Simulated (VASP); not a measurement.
A run of VASP 6.6.1:

The input INCAR:

```
PREC     = Accurate       # precision mode
ENCUT    = 520            # plane-wave cutoff, eV
EDIFF    = 1E-6           # SCF threshold, eV
ISMEAR   = -1             # smearing method
SIGMA    = 0.13605693000000002 # smearing width, eV
LREAL    = False          # projectors in reciprocal space
LASPH    = True           # aspherical terms in the spheres
NELM     = 60             # most SCF steps
ALGO     = Normal         # electronic algorithm
ISIF     = 2              # what is computed and relaxed
LWAVE    = False          # write WAVECAR
LCHARG   = False          # write CHGCAR
GGA      = CA             # functional
NBANDS   = 10             # bands
```

KPOINTS

```
regular mesh
0
Gamma
  17 17 17
```

Contents of POSCAR:

```
F
1.0
    0.0000000000      1.6208850521      1.6208850521
    1.6208850521      0.0000000000      1.6208850521
    1.6208850521      1.6208850521      0.0000000000
F
1
Direct
    0.0000000000      0.0000000000      0.0000000000
```

Potentials or basis: VASP PAW LDA potentials, release 64 (F).

The run is started by

```sh
$ cat potpaw_LDA.64/F/POTCAR > POTCAR
$ mpirun -np 1 vasp_std > vasp.out
```

Hardware: 1 thread of Intel(R) Xeon(R) Platinum 8375C CPU @ 2.90GHz (Ice Lake), with other jobs on the host.

Task: Estimate the wall time of this run.

Result: Wall time 11 s on 1 thread of Intel(R) Xeon(R) Platinum 8375C CPU @ 2.90GHz (Ice Lake), on a shared host, peak memory 0.12 GiB. Counts: scf iterations 9, k points 165.
